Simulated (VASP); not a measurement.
Wanted: the native input for a VASP 6.6.1 run.

| Item | Value |
| --- | --- |
| Task | single point |
| Functional | LDA |
| Potentials or basis | VASP PAW LDA potentials, release 64 (Cd, Te) |
| Cutoff | 520 eV |
| k mesh | 8 × 8 × 8 |
| Occupations | gaussian, width 0.05 eV |
| Spin | no spin polarisation |
| Dipole correction | no |
| Further INCAR settings | ALGO = Normal; EDIFF = 1e-06; NBANDS = 16 |

The structure of CdTe lies in POSCAR:

```
CdTe
1.0
    0.0000000000      3.5340721451      3.1324872763
    3.1324872763      0.0000000000      3.1324872763
    3.1324872763      3.5340721451      0.0000000000
Cd Te
1 1
Direct
    0.0000000000      0.0000000000      0.0000000000
    0.7500000000      0.7500000000      0.7500000000
```

This cell differs from its parent crystal: volume 34.678 Å^3 an atom, c/a of the conventional cell 1.1282.

One way to write it, as run:

INCAR

```
SYSTEM = CdTe
PREC = Accurate ; ENCUT = 520
EDIFF = 1E-6 ; ISMEAR = 0
SIGMA = 0.05 ; LREAL = .False.
LASPH = .True. ; NELM = 100
ALGO = Normal ; ISIF = 2
LWAVE = .False. ; LCHARG = .False.
NBANDS = 16
```

KPOINTS

```
Automatic mesh
0
Gamma
  8 8 8
  0 0 0
```

Potentials or basis: VASP PAW LDA potentials, release 64 (Cd, Te).

Command:

```console
$ cat potpaw_LDA.64/Cd/POTCAR potpaw_LDA.64/Te/POTCAR > POTCAR
$ mpirun -np 1 vasp_std > vasp.out
```

Results of the run:

The pressure is -2.1 GPa and the band gap on the k mesh is 0.28 eV, direct.

Caveat: spin-orbit coupling is left out, which moves the levels of the heavy elements.

Run time: 39 s on 1 thread of Intel(R) Xeon(R) Platinum 8488C (Sapphire Rapids), with other jobs on the host, peak memory 0.22 GiB.
